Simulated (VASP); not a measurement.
Be, 1 atom in the cell. The structure is cubic, space group Fm-3m (No. 225). Conventional cell: a = 3.269 Å, b = 3.269 Å, c = 3.269 Å, α = 90.00°, β = 90.00°, γ = 90.00°. Be (site symmetry m-3m) has 12 Be at 2.31 Å within 3.1 Å. This isn't the form of Be at room conditions, which is hcp.

* Program: VASP 6.6.1
* Task: single point
* Functional: PBEsol
* Potentials or basis: VASP PAW PBE potentials, release 64 (Be)
* Cutoff: 520 eV
* k mesh: 28 × 28 × 28
* Occupations: fermi-dirac, width 0.1 eV
* Spin: no spin polarisation
* Dipole correction: no
* Further INCAR settings: ALGO = Normal; EDIFF = 1e-06; NBANDS = 7

Potentials or basis: VASP PAW PBE potentials, release 64 (Be).

Command:

```bash
$ cat potpaw_PBE.64/Be/POTCAR > POTCAR
$ mpirun -np 1 vasp_std > vasp.out
```

Hardware: 1 thread of Intel Xeon 8259CL, on a shared host.

How long does it take, and how much memory?

Run time: 47 s on 1 thread of Intel Xeon 8259CL, on a shared host, peak memory 0.14 GiB. Counts: scf iterations 9, k points 624.
